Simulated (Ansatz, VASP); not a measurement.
## Two plane-wave programs on Si2W

The input INCAR:

```
PREC = Accurate
ENCUT = 520
EDIFF = 1E-6
ISMEAR = 0
SIGMA = 0.15
LREAL = False
LASPH = True
NELM = 80
ALGO = Normal
ISIF = 2
LWAVE = False
LCHARG = False
GGA = PS
NBANDS = 43
```

File KPOINTS:

```
Automatic mesh
0
Gamma
  12 12 6
```

File POSCAR:

```
Si2W
1.0
    4.8048909318      0.0000000000      0.0000000000
   -2.4024454659      4.1611576093      0.0000000000
    0.0000000000      0.0000000000      6.2731420963
Si W
6 3
Direct
    0.8361793875      0.6723587749      0.5000000000
    0.1638206125      0.8361793875      0.8333333333
    0.6723587749      0.8361793875      0.1666666667
    0.1638206125      0.3276412251      0.5000000000
    0.8361793875      0.1638206125      0.8333333333
    0.3276412251      0.1638206125      0.1666666667
    0.0000000000      0.5000000000      0.1666666667
    0.5000000000      0.5000000000      0.8333333333
    0.5000000000      0.0000000000      0.5000000000
```

Input for Ansatz:

```yaml
crystal:
  lattice:
    - [4.8048909318, 0.0, 0.0]
    - [-2.4024454659, 4.1611576093, 0.0]
    - [0.0, 0.0, 6.2731420963]
  atoms:
    - { symbol: Si, position: [0.8361793875, 0.6723587749, 0.5] }
    - { symbol: Si, position: [0.1638206125, 0.8361793875, 0.8333333333] }
    - { symbol: Si, position: [0.6723587749, 0.8361793875, 0.1666666667] }
    - { symbol: Si, position: [0.1638206125, 0.3276412251, 0.5] }
    - { symbol: Si, position: [0.8361793875, 0.1638206125, 0.8333333333] }
    - { symbol: Si, position: [0.3276412251, 0.1638206125, 0.1666666667] }
    - { symbol: W, position: [0.0, 0.5, 0.1666666667] }
    - { symbol: W, position: [0.5, 0.5, 0.8333333333] }
    - { symbol: W, position: [0.5, 0.0, 0.5] }
basis:
  ecutwfc: 420
kpoints:
  mp_grid: { grid: [12, 12, 6] }
hamiltonian:
  xc: pbesol
scf:
  occupations: { method: gaussian, width: 0.15 }
output:
  forces: true
  stress: true
  eigenvalues: true
```

Change from the starting cell: strain +0.050 along x and y, -0.050 along z, atoms carried along.

Alike in both runs: task single point; functional PBEsol; k mesh 12 × 12 × 6; occupations gaussian, width 0.15 eV; no spin polarisation.

```csv
,VASP,Ansatz
version,VASP 6.6.1,Ansatz 0.2.0
potentials or method,"VASP PAW PBE potentials, release 64 (Si, W_sv), cutoff 520 eV","scalar-relativistic, plane waves, PAW"
valence electrons in the cell,66,66
```

|  | VASP | Ansatz | Ansatz less VASP |
| --- | --- | --- | --- |
| gap on the k mesh at the Fermi level (eV) | none | none | - |
| pressure (GPa) | -5.7 | -6.0 | -0.28 |
| traceless stress, the component that is largest in VASP (GPa) | 16.49 | 16.40 | -0.095 |
| rms of the force components (eV/Å) | 0.060 | 0.057 | -0.0025 |

VASP's potentials were made for PBE, not for PBEsol. Atom by atom the forces differ by 0.003 eV/Å (rms over components). A gap of «none» marks a metal or a gap that the smearing closes. With one functional, cell and mesh, what is left measures potentials, basis and numerics.

Neither program's run includes spin-orbit coupling.
